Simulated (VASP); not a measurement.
**Al3O: relaxation of the atoms with LDA**

Al3O, a slab with vacuum:

```xyz
4
Lattice="2.8168 0.0000 0.0000 -1.4084 2.4395 0.0000 0.0000 0.0000 20.0322" Properties=species:S:1:pos:R:3 pbc="T T T"
Al    1.4084    0.8132    4.0000
Al    0.0000    1.6263    6.2663
Al    0.0000    0.0000    8.5322
O     0.0000    1.6263    9.1180
```

```
Program                   : VASP 6.6.1
Task                      : relaxation of the atoms
Functional                : LDA
Potentials or basis       : VASP PAW LDA potentials, release 64 (Al, O)
Cutoff                    : 520 eV
k mesh                    : 12 × 12 × 1
Occupations               : gaussian, width 0.1 eV
Spin                      : no spin polarisation
Dipole correction         : yes
Atoms held fixed (from 0) : [0, 1, 2, 3]
Further INCAR settings    : ALGO = Normal; EDIFF = 1e-06; IBRION = 2; EDIFFG = -0.025; NSW = 36
```

```yaml
Energy_gained_by_relaxing: 48.5 meV/atom
Ionic_steps: 3
Band_gap_on_the_k_mesh: zero (an odd number of electrons rules out a gap without spin polarisation)
```

The path:
| step | energy change (eV) | largest force on free atoms (eV/Å) | pressure (GPa) |
| --- | --- | --- | --- |
| 1 | 0.0000 | 2.6171 | 3.70 |
| 2 | -0.1900 | 0.3838 | 1.73 |
| 3 | -0.1942 | 0.0056 | 1.42 |

Final structure:
```
CELL_PARAMETERS angstrom
2.81684 0.00000 0.00000
-1.40842 2.43946 0.00000
0.00000 0.00000 20.03217
ATOMIC_POSITIONS crystal
Al 0.66667 0.33333 0.19968
Al 0.33333 0.66667 0.31281
Al 0.00000 0.00000 0.42592
O 0.33333 0.66667 0.46254
```

Levels at points of the mesh, in eV from the Fermi level:
```csv
k point,band 3,band 4,band 5,band 6,band 7,band 8,band 9,band 10,band 11
"(0.00, 0.00, 0.00)",-8.94,-6.37,-5.21,-5.21,-3.57,0.34,3.02,4.19,4.66
"(0.50, 0.00, 0.00)",-6.16,-5.99,-4.80,-4.41,-2.35,-1.75,0.94,1.68,4.43
```

It took 2.2 min on 1 thread of Intel Xeon 8259CL (shared host), peak memory 0.23 GiB.

Caveat: an odd number of electrons without spin polarisation forces a metal; a magnetic or distorted state may lie lower.
